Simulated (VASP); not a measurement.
# Y (Pm-3m) in VASP: further runs, part 2 of 2

VASP 6.6.1. Earlier steps stand in the parts before.

## 5. Single point, LDA

This run uses another cell than the first one, of 30.98 Å³/atom, 0.962 times its volume.

File INCAR:

```
SYSTEM = Y
PREC = Accurate
ENCUT = 520
EDIFF = 1E-6
ISMEAR = -1
SIGMA = 0.1
LREAL = .FALSE.
LASPH = .TRUE.
NELM = 60
ALGO = Normal
ISIF = 2
LWAVE = .FALSE.
LCHARG = .FALSE.
NBANDS = 12
```

File KPOINTS:

```
Automatic mesh
0
G
  16 16 16
  0 0 0
```

File POSCAR:

```
Y
1.0
    3.1408734753      0.0000000000      0.0000000000
    0.0000000000      3.1408734753      0.0000000000
    0.0000000000      0.0000000000      3.1408734753
Y
1
Direct
    0.0000000000      0.0000000000      0.0000000000
```

Potentials or basis: VASP PAW LDA potentials, release 64 (Y_sv).

Run with:

```
$ cat potpaw_LDA.64/Y_sv/POTCAR > POTCAR
$ mpirun -np 1 vasp_std > vasp.out
```

OUTCAR:

```text
SYSTEM = Y
   PREC = Accurate
   ENCUT = 520
   EDIFF = 1E-6
   ISMEAR = -1
   LREAL = .FALSE.
   LASPH = .TRUE.
   NELM = 60
   ISIF = 2

 ion  position               nearest neighbor table
   1  0.000  0.000  0.000-

  LATTYP: Found a simple cubic cell.
 ALAT       =     3.1408734753

  Lattice vectors:

 A1 = (   3.1408734753,   0.0000000000,   0.0000000000)
 A2 = (   0.0000000000,   3.1408734753,   0.0000000000)
 A3 = (   0.0000000000,   0.0000000000,   3.1408734753)

Analysis of symmetry for initial positions (statically):
=====================================================================
 Subroutine PRICEL returns:
 Original cell was already a primitive cell.

 Routine SETGRP: Setting up the symmetry group for a
 simple cubic supercell.

 Subroutine GETGRP returns: Found 48 space group operations
 (whereof 48 operations were pure point group operations)
 out of a pool of 48 trial point group operations.

The static configuration has the point symmetry O_h .

Analysis of symmetry for dynamics (positions and initial velocities):
=====================================================================
 Subroutine PRICEL returns:
 Original cell was already a primitive cell.

 Routine SETGRP: Setting up the symmetry group for a
 simple cubic supercell.

 Subroutine GETGRP returns: Found 48 space group operations
 (whereof 48 operations were pure point group operations)
 out of a pool of 48 trial point group operations.

The dynamic configuration has the point symmetry O_h .

 Subroutine INISYM returns: Found 48 space group operations
 (whereof 48 operations are pure point group operations),
 and found     1 'primitive' translations

----------------------------------------------------------------------------------------

                                     Primitive cell

  volume of cell :      30.9850

[... 105 lines left out ...]
     AMIX     =   0.40;   BMIX     =  1.00
     AMIX_MAG =   1.60;   BMIX_MAG =  1.00
  volume/ion in A,a.u.               =      30.98       209.10
  Fermi-wavevector in a.u.,A,eV,Ry     =   1.159192  2.190555 18.282496  1.343726
  Thomas-Fermi vector in A             =   2.295787
   LORBIT       =      0    0 simple, 1 ext, 2 COOP (PROOUT), +10 PAW based schemes
   GGA     = CA    functional components
   LHFCALC =     F    Hartree Fock is set to
   AEXX    =    0.0000 exact exchange contribution
   IVDW    =     0    specifies the selected vdW correction
   LEPSILON=     F    determine dielectric tensor
   LRPA    =     F    only Hartree local field effects (RPA)
 non-spin polarized calculation
  energy-cutoff  :      520.00
  volume of cell :       30.98
 maximum number of plane-waves:       861
 NGX is ok and might be reduce to    24
   NGX = 11   NGY = 11   NGZ = 11

 number of electron      10.9999999 magnetization

 Free energy of the ion-electron system (eV)
  ---------------------------------------------------
  ext. energy  EPLUGINS =         0.00000000
  ---------------------------------------------------
  free energy    TOTEN  =        -6.22126855 eV

  energy without entropy =       -6.14798803  energy(sigma->0) =       -6.18462829

 E-fermi :   3.0954     XC(G=0):  -9.8084

 val. band max:        3.0830041870   @ k =   0.2500   0.2500   0.0000
 cond. band min:       3.1012065434   @ k =   0.3125   0.2500   0.0625
 fundamental gap:      0.0182023563
 Fermi energy:         3.0954169979

 k-point     1 :       0.0000    0.0000    0.0000
  band No.  band energies     occupation
      1     -39.4388      2.00000
      2     -19.0720      2.00000
      3     -19.0720      2.00000
      4     -19.0720      2.00000
      5      -1.4979      2.00000
      6       2.3095      1.99923
      7       2.3095      1.99923
      8       8.9451      0.00000
      9       8.9451      0.00000
     10       8.9451      0.00000
     11      14.0798      0.00000
     12      14.0798      0.00000
[... 331 lines left out ...]
 k-point    24 :       0.5000    0.1250    0.0000
  band No.  band energies     occupation
      1     -39.3161      2.00000
      2     -20.0554      2.00000
      3     -19.1276      2.00000
      4     -18.9666      2.00000
      5       1.7376      2.00000
      6       2.9208      1.70296
      7       3.4363      0.06404
      8       6.1517      0.00000
      9       6.2601      0.00000
     10       8.7410      0.00000
     11      11.7227      0.00000
     12      14.2163      0.00000

 [... further k-points ...]
[... 5 lines left out ...]
  --------------------------------------------------------------------------------------
  -------------------------------------------------------------------------------------
  Total       -0.0388145     -0.0388145     -0.0388145      0.0000000     -0.0000000      0.0000000
  in kB       -2.0070270     -2.0070270     -2.0070270      0.0000000     -0.0000000      0.0000000
  external PRESSURE =      -2.0070270 kB  Pullay stress =       0.0000000 kB

 VOLUME and BASIS-vectors are now :
 -----------------------------------------------------------------------------
  energy-cutoff  :      520.00
  volume of cell :       30.98
      direct lattice vectors                 reciprocal lattice vectors
     3.140873475  0.000000000  0.000000000     0.318382771  0.000000000  0.000000000
     0.000000000  3.140873475  0.000000000     0.000000000  0.318382771  0.000000000
     0.000000000  0.000000000  3.140873475     0.000000000  0.000000000  0.318382771

 POSITION                                       TOTAL-FORCE (eV/Angst)
 -----------------------------------------------------------------------------------
      0.00000      0.00000      0.00000         0.000000      0.000000      0.000000
 -----------------------------------------------------------------------------------
    total drift:                                0.000000     -0.000000     -0.000000

  FREE ENERGIE OF THE ION-ELECTRON SYSTEM (eV)
  ---------------------------------------------------
  free  energy   TOTEN  =        -6.2212685471 eV

  energy  without entropy=       -6.1479880279  energy(sigma->0) =       -6.18462829
```

stdout:

```text
POSCAR found type information on POSCAR Y
 POSCAR found :  1 types and       1 ions
 scaLAPACK will be used
 LDA part: xc-table for (Slater(with rela. corr.)+CA(PZ))
 , standard interpolation
 POSCAR, INCAR and KPOINTS ok, starting setup
 FFT: planning ... GRIDC
 FFT: planning ... GRID_SOFT
 FFT: planning ... GRID
 WAVECAR not read
 entering main loop
```

Wall time 62 s (1 thread of AMD EPYC 7R13, shared host); peak memory 0.16 GiB.

Results:

```
Free energy : -6.2213 eV
Pressure    : -0.2 GPa
```

## 6. The runs side by side

| cell | k mesh | gap on the mesh (eV) | pressure (GPa) |
| --- | --- | --- | --- |
| a = 3.182 Å, 1 atom | 11 × 11 × 11 | none | -1.3 |
| a = 3.222 Å, 1 atom | 11 × 11 × 11 | none | -2.2 |
| a = 3.262 Å, 1 atom | 11 × 11 × 11 | none | -3.1 |
| a = 3.141 Å, 1 atom | 16 × 16 × 16 | none | -0.2 |

Alike in all rows: task single point; level LDA; potentials or basis VASP PAW LDA potentials, release 64 (Y_sv); no spin polarisation; cutoff (eV) 520; smearing fermi-dirac 0.1 eV.

Absolute energies hang on the potentials; compare differences alone.
